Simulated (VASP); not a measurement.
# Ge (Cmcm) in VASP: single point with PBEsol

Aim: the single point of Ge with PBEsol.

All numbers are computed with VASP 6.6.1; they aren't measurements. Logs are shortened: lines on timing, memory, paths and dates and some standing lists are left out, and cuts for length are marked.

### 1 The cell of the first run

Symmetry: Cmcm, No. 63, orthorhombic system. The conventional cell has a = 4.207 Å, b = 6.923 Å, c = 6.596 Å, α = 90.00°, β = 90.00°, γ = 90.00°. Ge (site symmetry m) has 4 Ge at 2.45 to 2.54 Å within 3.2 Å.

### 2 Single point, PBEsol (strain +0.0525 x Voigt [1, 0, 0, 0, 0, 0])

INCAR

```
PREC = Accurate
ENCUT = 520
EDIFF = 1E-6
ISMEAR = 0
SIGMA = 0.15
LREAL = False
LASPH = True
NELM = 100
ALGO = Normal
ISIF = 2
LWAVE = False
LCHARG = False
GGA = PS
NBANDS = 36
```

KPOINTS

```
Automatic mesh
0
Gamma
  12 12 8
```

POSCAR

```
Ge
1.0
    4.2068086745      0.0000000000      0.0000000000
   -2.1034043373      3.4614757064      0.0000000000
    0.0000000000      0.0000000000      6.5963651449
Ge
4
Direct
    0.6666666667      0.3333333333      0.0629118567
    0.3333333333      0.6666666667      0.5629118567
    0.6666666667      0.3333333333      0.4370881433
    0.3333333333      0.6666666667      0.9370881433
```

Potentials or basis: VASP PAW PBE potentials, release 64 (Ge_d).

Launch:

```sh
cat potpaw_PBE.64/Ge_d/POTCAR > POTCAR
mpirun -np 1 vasp_std > vasp.out
```

OUTCAR:

```text
PREC = Accurate
   ENCUT = 520
   EDIFF = 1E-6
   ISMEAR = 0
   LREAL = False
   LASPH = True
   NELM = 100
   ISIF = 2
   GGA = PS

 ion  position               nearest neighbor table
   1  0.667  0.333  0.063-   4 2.45   3 2.47   4 2.54   4 2.54
   2  0.333  0.667  0.563-   3 2.45   4 2.47   3 2.54   3 2.54
   3  0.667  0.333  0.437-   2 2.45   1 2.47   2 2.54   2 2.54
   4  0.333  0.667  0.937-   1 2.45   2 2.47   1 2.54   1 2.54

  Warning from LATTYP: Monoclinic adjustment (A1->A3, A2->A1, A3->A2)!
  LATTYP: Found a base centered orthorhombic cell.
 ALAT       =     4.2068086745
 B/A-ratio  =     1.6456539739
 C/A-ratio  =     1.5680211902

  Lattice vectors:

 A1 = (   2.1034043373,  -3.4614757064,   0.0000000000)
 A2 = (   2.1034043372,   3.4614757064,   0.0000000000)
 A3 = (   0.0000000000,   0.0000000000,   6.5963651449)

Analysis of symmetry for initial positions (statically):
=====================================================================
 Subroutine PRICEL returns:
 Original cell was already a primitive cell.

 Routine SETGRP: Setting up the symmetry group for a
 base centered orthorhombic supercell.

 Subroutine GETGRP returns: Found  8 space group operations
 (whereof  4 operations were pure point group operations)
 out of a pool of  8 trial point group operations.

The static configuration has the point symmetry C_2h.
 The point group associated with its full space group is D_2h.

Analysis of symmetry for dynamics (positions and initial velocities):
=====================================================================
 Subroutine PRICEL returns:
 Original cell was already a primitive cell.

 Routine SETGRP: Setting up the symmetry group for a
 base centered orthorhombic supercell.

 Subroutine GETGRP returns: Found  8 space group operations
 (whereof  4 operations were pure point group operations)
 out of a pool of  8 trial point group operations.

The dynamic configuration has the point symmetry C_2h.
 The point group associated with its full space group is D_2h.

 Subroutine INISYM returns: Found  8 space group operations
 (whereof  4 operations are pure point group operations),
 and found     1 'primitive' translations

----------------------------------------------------------------------------------------

                                     Primitive cell

  volume of cell :      96.0547

  direct lattice vectors                    reciprocal lattice vectors
     4.206808675  0.000000000  0.000000000     0.237709884  0.144447063  0.000000000
    -2.103404337  3.461475706  0.000000000     0.000000000  0.288894126  0.000000000
     0.000000000  0.000000000  6.596365145     0.000000000  0.000000000  0.151598642

  length of vectors
     4.206808675  4.050447367  6.596365145     0.278156328  0.288894126  0.151598642

  position of ions in fractional coordinates (direct lattice)
     0.666666667  0.333333333  0.062911857
     0.333333333  0.666666667  0.562911857
     0.666666667  0.333333333  0.437088143
     0.333333333  0.666666667  0.937088143

  ion indices of the primitive-cell ions
   primitive index   ion index
                 1           1
                 2           2
                 3           3
                 4           4

----------------------------------------------------------------------------------------

 KPOINTS: Automatic mesh

Automatic generation of k-mesh.
 Grid dimensions read from file:
 generate k-points for:   12   12    8

 Generating k-lattice:

  Cartesian coordinates                     Fractional coordinates (reciprocal lattice)
     0.019809157  0.012037255  0.000000000     0.083333333  0.000000000  0.000000000
     0.000000000  0.024074511  0.000000000     0.000000000  0.083333333  0.000000000
     0.000000000  0.000000000  0.018949830     0.000000000  0.000000000  0.125000000

  Length of vectors
     0.023179694  0.024074511  0.018949830

  Shift w.r.t. Gamma in fractional coordinates (k-lattice)
     0.000000000  0.000000000  0.000000000

 Subroutine IBZKPT returns following result:
 ===========================================

 Found    215 irreducible k-points:

 Following reciprocal coordinates:
            Coordinates               Weight
  0.000000  0.000000  0.000000      1.000000
  0.083333  0.000000  0.000000      4.000000
  0.166667  0.000000  0.000000      4.000000
  0.250000  0.000000  0.000000      4.000000
  0.333333  0.000000  0.000000      4.000000
  0.416667  0.000000  0.000000      4.000000
[... 16 lines left out ...]
  0.333333  0.166667  0.000000      4.000000
  0.416667  0.166667  0.000000      4.000000
 [... further k-points ...]
   k-points           NKPTS =    215   k-points in BZ     NKDIM =    215   number of bands    NBANDS=     36
   number of dos      NEDOS =    301   number of ions     NIONS =      4
   total plane-waves  NPLWV =  48000
   dimension x,y,z NGX =    32 NGY =   30 NGZ =   50
   dimension x,y,z NGXF=    64 NGYF=   60 NGZF=  100
   ions per type =               4
   NGX,Y,Z   is equivalent  to a cutoff of  12.65, 12.31, 12.60 a.u.
   NGXF,Y,Z  is equivalent  to a cutoff of  25.29, 24.63, 25.20 a.u.
 SYSTEM =  unknown system
   PREC   = accura    normal or accurate (medium, high low for compatibility)
   ISTART =      0    job   : 0-new  1-cont  2-samecut
   ICHARG =      2    charge: 1-file 2-atom 10-const
   ISPIN  =      1    spin polarized calculation?
   LNONCOLLINEAR =      F non collinear calculations
   LSORBIT =      F    spin-orbit coupling
   LASPH  =      T    aspherical Exc in radial PAW
   ENCUT  =  520.0 eV  38.22 Ry    6.18 a.u.   7.82  7.53 12.26*2*pi/ulx,y,z
   NELM   =    100;   NELMIN=  2; NELMDL= -5     # of ELM steps
   EDIFF  = 0.1E-05   stopping-criterion for ELM
   LREAL  =      F    real-space projection
   EDIFFG = 0.1E-04   stopping-criterion for IOM
   NSW    =      0    number of steps for IOM
   IBRION =     -1    ionic relax: 0-MD 1-quasi-New 2-CG
   NFREE  =      0    steps in history (QN), initial steepest desc. (CG)
   ISIF   =      2    stress and relaxation
   ISYM   =      2    0-nonsym 1-usesym 2-fastsym
   POTIM  = 0.5000    time-step for ionic-motion
   TEBEG  =    0.0;   TEEND  =   0.0 temperature during run
   PSTRESS=    0.0 pullay stress
   NELECT =      56.0000    total number of electrons
   NUPDOWN=      -1.0000    fix difference up-down
   EMIN   =  10.00;   EMAX   =-10.00  energy-range for DOS
   EFERMI =   0.00;   METHOD = LEGACY
   ISMEAR =     0;   SIGMA  =   0.15  broadening in eV -4-tet -1-fermi 0-gaus
   EFERMI_NEDOS =   21; number of points for ismear=-14 and -15
   IALGO  =     38    algorithm
   IMIX   =      4    mixing-type and parameters
     AMIX     =   0.40;   BMIX     =  1.00
     AMIX_MAG =   1.60;   BMIX_MAG =  1.00
  volume/ion in A,a.u.               =      24.01       162.05
  Fermi-wavevector in a.u.,A,eV,Ry     =   1.367617  2.584422 25.448026  1.870377
  Thomas-Fermi vector in A             =   2.493654
   LORBIT       =      0    0 simple, 1 ext, 2 COOP (PROOUT), +10 PAW based schemes
   GGA     = PS    functional components
   LHFCALC =     F    Hartree Fock is set to
   AEXX    =    0.0000 exact exchange contribution
   IVDW    =     0    specifies the selected vdW correction
   LEPSILON=     F    determine dielectric tensor
   LRPA    =     F    only Hartree local field effects (RPA)
 non-spin polarized calculation
 Gauss-broadening in eV      SIGMA  =   0.15
  energy-cutoff  :      520.00
  volume of cell :       96.05
 maximum number of plane-waves:      2614
   NGX = 15   NGY = 15   NGZ = 25

 number of electron      56.0000017 magnetization

 Free energy of the ion-electron system (eV)
  ---------------------------------------------------
  ext. energy  EPLUGINS =         0.00000000
  ---------------------------------------------------
  free energy    TOTEN  =       -19.57172999 eV

  energy without entropy =      -19.56942640  energy(sigma->0) =      -19.57057820

 E-fermi :   4.3296     XC(G=0):  -9.8455

 val. band max:        4.3137438964   @ k =   0.0000   0.0000   0.3750
 cond. band min:       4.3703304135   @ k =   0.0000   0.4167   0.3750
 fundamental gap:      0.0565865171
 Fermi energy:         4.3295881061

 k-point     1 :       0.0000    0.0000    0.0000
  band No.  band energies     occupation
      1     -20.4343      2.00000
      2     -20.4010      2.00000
      3     -20.3990      2.00000
      4     -20.3963      2.00000
      5     -20.3875      2.00000
      6     -20.3645      2.00000
[... 28 lines left out ...]
     35       9.1245      0.00000
     36      10.1815      0.00000

 k-point     2 :       0.0833    0.0000    0.0000
  band No.  band energies     occupation
      1     -20.4360      2.00000
      2     -20.4083      2.00000
      3     -20.4020      2.00000
      4     -20.3975      2.00000
      5     -20.3793      2.00000
      6     -20.3618      2.00000
[... 28 lines left out ...]
     35       9.2945      0.00000
     36      10.5383      0.00000

 k-point     3 :       0.1667    0.0000    0.0000
  band No.  band energies     occupation
      1     -20.4400      2.00000
      2     -20.4171      2.00000
      3     -20.4083      2.00000
      4     -20.4002      2.00000
      5     -20.3693      2.00000
      6     -20.3645      2.00000
[... 28 lines left out ...]
     35       9.9777      0.00000
     36       9.9807      0.00000
[... 742 lines left out ...]
 k-point    23 :       0.3333    0.1667    0.0000
  band No.  band energies     occupation
      1     -20.4463      2.00000
      2     -20.4315      2.00000
      3     -20.4286      2.00000
      4     -20.4118      2.00000
      5     -20.3453      2.00000
      6     -20.3303      2.00000
[... 28 lines left out ...]
     35      10.5496      0.00000
     36      11.4454      0.00000

 k-point    24 :       0.4167    0.1667    0.0000
  band No.  band energies     occupation
      1     -20.4465      2.00000
      2     -20.4350      2.00000
      3     -20.4285      2.00000
      4     -20.4158      2.00000
      5     -20.3359      2.00000
      6     -20.3334      2.00000
[... 28 lines left out ...]
     35      11.5166      0.00000
     36      11.7906      0.00000

 [... further k-points ...]

------------------------ aborting loop because EDIFF is reached ----------------------------------------

  FORCE on cell =-STRESS in cart. coord.  units (eV):
  Direction    XX          YY          ZZ          XY          YZ          ZX
  --------------------------------------------------------------------------------------
  -------------------------------------------------------------------------------------
  Total       -4.2487244     -0.7236760     -0.2381364      0.0000000      0.0000000      0.0000000
  in kB      -70.8680378    -12.0707991     -3.9720761      0.0000000      0.0000000      0.0000000
  external PRESSURE =     -28.9703043 kB  Pullay stress =       0.0000000 kB

 VOLUME and BASIS-vectors are now :
 -----------------------------------------------------------------------------
  energy-cutoff  :      520.00
  volume of cell :       96.05
      direct lattice vectors                 reciprocal lattice vectors
     4.206808675  0.000000000  0.000000000     0.237709884  0.144447063  0.000000000
    -2.103404337  3.461475706  0.000000000     0.000000000  0.288894126  0.000000000
     0.000000000  0.000000000  6.596365145     0.000000000  0.000000000  0.151598642

 POSITION                                       TOTAL-FORCE (eV/Angst)
 -----------------------------------------------------------------------------------
      2.10340      1.15383      0.41499        -0.000000      0.310626     -0.211567
     -0.00000      2.30765      3.71317         0.000000     -0.310626     -0.211567
      2.10340      1.15383      2.88319        -0.000000      0.310626      0.211567
     -0.00000      2.30765      6.18138         0.000000     -0.310626      0.211567
 -----------------------------------------------------------------------------------
    total drift:                                0.000000     -0.000000      0.000000

  FREE ENERGIE OF THE ION-ELECTRON SYSTEM (eV)
  ---------------------------------------------------
  free  energy   TOTEN  =       -19.5717299940 eV

  energy  without entropy=      -19.5694263967  energy(sigma->0) =      -19.57057820
```

It took 4.8 min on 1 thread of AMD EPYC 9R45 (Zen 5), shared host; peak memory 0.55 GiB.

Results:

```
Free energy            : -19.5717 eV
Pressure               : -2.9 GPa
Largest force          : 0.376 eV/Å
Band gap on the k mesh : zero (bands 28 and 29 overlap by 0.19 eV)
```

Forces in eV/Å, atoms in the order of the input:
```
Ge   0.000  0.311 -0.212
Ge   0.000 -0.311 -0.212
Ge   0.000  0.311  0.212
Ge   0.000 -0.311  0.212
```

Stress tensor (GPa, compression positive):
```
-7.09  0.00  0.00
 0.00 -1.21  0.00
 0.00  0.00 -0.40
```

Caveat: the cell differs from its parent crystal (strain +0.0525 x Voigt [1, 0, 0, 0, 0, 0]); the stress differs along the axes, from -7 to -0 GPa; semilocal functionals underestimate gaps, and a narrow one can read as zero; the PAW data sets were made with another functional, which shifts forces and pressure a little.

The gap in the log of VASP goes by the Fermi energy; the results here count the filled bands.